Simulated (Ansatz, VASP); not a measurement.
KI in VASP and in Ansatz

POSCAR

```
KI
1.0
    0.0000000000      3.4025128477      3.4025128477
    3.4025128477      0.0000000000      3.4025128477
    3.4025128477      3.4025128477      0.0000000000
K I
1 1
Direct
    0.0000000000      0.0000000000      0.0000000000
    0.5000000000      0.5000000000      0.5000000000
```

The input INCAR.step1:

```
PREC = Accurate
ENCUT = 520
EDIFF = 1E-5
ISMEAR = 0
SIGMA = 0.01
LREAL = F
LASPH = T
NELM = 80
ALGO = Normal
ISIF = 2
LWAVE = T
LCHARG = F
NBANDS = 15
GGA = PE
```

INCAR.step2

```
PREC = Accurate
ENCUT = 520
EDIFF = 1E-6
ISMEAR = 0
SIGMA = 0.01
LREAL = F
LASPH = T
NELM = 80
ALGO = Normal
ISIF = 2
LWAVE = F
LCHARG = F
GGA = PE
LHFCALC = T
HFSCREEN = 0.2079
PRECFOCK = Normal
NBANDS = 15
ISTART = 1
```

The input KPOINTS:

```
Automatic mesh
0
Gamma
  4 4 4
```

Input for Ansatz:

```yaml
crystal:
  lattice:
    - [0.0, 3.4025128477, 3.4025128477]
    - [3.4025128477, 0.0, 3.4025128477]
    - [3.4025128477, 3.4025128477, 0.0]
  atoms:
    - { symbol: K, position: [0.0, 0.0, 0.0] }
    - { symbol: I, position: [0.5, 0.5, 0.5] }
kpoints:
  mp_grid: { grid: [4, 4, 4] }
  band_path:
    path:
      - [0.0, 0.0, 0.0]
      - [0.5, 0.0, 0.5]
      - [0.625, 0.25, 0.625]
      - [0.375, 0.375, 0.75]
      - [0.5, 0.5, 0.5]
      - [0.5, 0.25, 0.75]
    npoints: 1
hamiltonian:
  xc: hse06
scf:
  occupations: { method: fixed }
  n_extra_bands: 4
output:
  forces: true
  stress: true
  eigenvalues: true
```

Change from the starting cell: hydrostatic strain -4.0%.

Alike in both runs: task single point; functional HSE06; k mesh 4 × 4 × 4; no spin polarisation.

|  | VASP | Ansatz |
| --- | --- | --- |
| version | VASP 6.6.1 | Ansatz 0.2.0 |
| potentials or method | VASP PAW PBE potentials, release 64 (K_sv, I) | plane waves, PAW |
| plane-wave cutoff (eV) | 520 | 420 |
| occupations | gaussian, width 0.01 eV | fixed |
| valence electrons in the cell | 16 | 26 |

Ansatz gave:

| Property | Result |
| --- | --- |
| gap on the k mesh at the Fermi level (eV) | 5.27 |
| pressure (GPa) | 2.3 |

**Question.** What did VASP give for the same quantities?

**Answer.** gap on the k mesh at the Fermi level (eV): 5.26; pressure (GPa): 2.4.

VASP's potentials hold 16 valence electrons a cell and Ansatz's 26, so a difference there can come from the potentials and not from the codes. Ansatz's warnings: stress exchange threshold loose, stress scf threshold loose.

Neither program's run includes spin-orbit coupling.
